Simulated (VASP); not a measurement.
# ZnO: single point with PBEsol

ZnO, a slab with vacuum:

```xyz
8
Lattice="3.2300 0.0000 0.0000 -1.6150 2.7973 0.0000 0.0000 0.0000 32.2070" Properties=species:S:1:pos:R:3 pbc="T T T"
O     1.6150    0.9324    7.7830
O     0.0000    1.8649   10.1906
O     1.6150    0.9324   12.7257
O     0.0000    1.8649   15.2948
Zn    0.0000    1.8649    8.0777
Zn    1.6150    0.9324   10.6759
Zn    0.0000    1.8649   13.2640
Zn    1.6150    0.9324   15.8924
```

```json
{
  "Program": "VASP 6.6.1",
  "Task": "single point",
  "Functional": "PBEsol",
  "Potentials or basis": "VASP PAW PBE potentials, release 64 (O, Zn)",
  "Cutoff": "520 eV",
  "k mesh": "9 × 9 × 1",
  "Occupations": "gaussian, width 0.05 eV",
  "Spin": "no spin polarisation"
}
```

* Largest force: 1.135 eV/Å
* Band gap on the k mesh: zero (band 36 reaches -2.46 eV, above the bottom of band 37 at -2.96 eV)

Forces in eV/Å, atoms in the order of the input:
```
O    0.000  0.000 -0.014
O    0.000  0.000  0.180
O    0.000  0.000  0.457
O    0.000  0.000  1.135
Zn   0.000  0.000 -0.050
Zn   0.000  0.000 -0.331
Zn   0.000  0.000 -0.597
Zn   0.000  0.000 -0.779
```

Levels at points of the mesh, in eV from the Fermi level:
| k point | band 32 | band 33 | band 34 | band 35 | band 36 | band 37 | band 38 | band 39 | band 40 | band 41 |
| --- | --- | --- | --- | --- | --- | --- | --- | --- | --- | --- |
| (0.00, 0.00, 0.00) | -1.06 | -0.31 | -0.06 | -0.06 | 0.45 | 0.45 | 1.60 | 2.62 | 3.33 | 3.72 |

Run time: 7.1 min on 1 thread of Intel(R) Xeon(R) Platinum 8259CL CPU @ 2.50GHz (Skylake/Cascade Lake), with other jobs on the host, peak memory 0.44 GiB.

Caveat: the PAW data sets were made with another functional, which shifts forces and pressure a little.
